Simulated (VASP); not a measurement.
Wanted: the native input for a VASP 6.6.1 run.

```
Task                   : single point
Functional             : PBEsol
Potentials or basis    : VASP PAW PBE potentials, release 64 (Co, Si)
Cutoff                 : 520 eV
k mesh                 : 10 × 10 × 8
Occupations            : gaussian, width 0.1 eV
Spin                   : no spin polarisation
Dipole correction      : no
Further INCAR settings : ALGO = Normal; EDIFF = 1e-06; NBANDS = 26
```

The structure of CoSi2 lies in POSCAR:

```
CoSi2
1.0
    2.5367225329      2.5367225329      0.0000000000
   -2.5367225329      2.5367225329      0.0000000000
    0.0000000000      0.0000000000      5.6444817685
Co Si
2 4
Direct
    0.0000000000      0.0000000000      0.0000000000
    0.5000000000      0.5000000000      0.5000000000
    0.0000000000      0.5000000000      0.7500000000
    0.5000000000      0.0000000000      0.7500000000
    0.5000000000      0.0000000000      0.2500000000
    0.0000000000      0.5000000000      0.2500000000
```

This cell differs from its parent crystal: biaxial strain in the a-b plane: -4.5 %, then relaxed in part.

The input as run:

INCAR

```
SYSTEM = CoSi2
  PREC = Accurate
  ENCUT = 520
  EDIFF = 1E-6
  ISMEAR = 0
  SIGMA = 0.1
  LREAL = .False.
  LASPH = .True.
  NELM = 60
  ALGO = Normal
  ISIF = 2
  LWAVE = .False.
  LCHARG = .True.
  GGA = PS
  LELF = .True.
  LVHAR = .True.
  NBANDS = 26
```

KPOINTS

```
Automatic mesh
0
Gamma
  10 10 8
  0 0 0
```

Potentials or basis: VASP PAW PBE potentials, release 64 (Co, Si).

Run with:

```sh
$ cat potpaw_PBE.64/Co/POTCAR potpaw_PBE.64/Si/POTCAR > POTCAR
$ mpirun -np 1 vasp_std > vasp.out
```

Results of the run:

- Pressure: 7.4 GPa
- Band gap on the k mesh: zero (bands 17 and 18 overlap by 3.73 eV)

Caveat: the cell differs from its parent crystal (biaxial strain in the a-b plane: -4.5 %, then relaxed in part); the cell stands under pressure; the PAW data sets were made with another functional, which shifts forces and pressure a little; the run has no spin polarisation, though such a crystal can be magnetic.

Wall time 2.9 min on 1 thread of Intel(R) Xeon(R) Platinum 8488C (Sapphire Rapids) (shared host), peak memory 0.28 GiB.
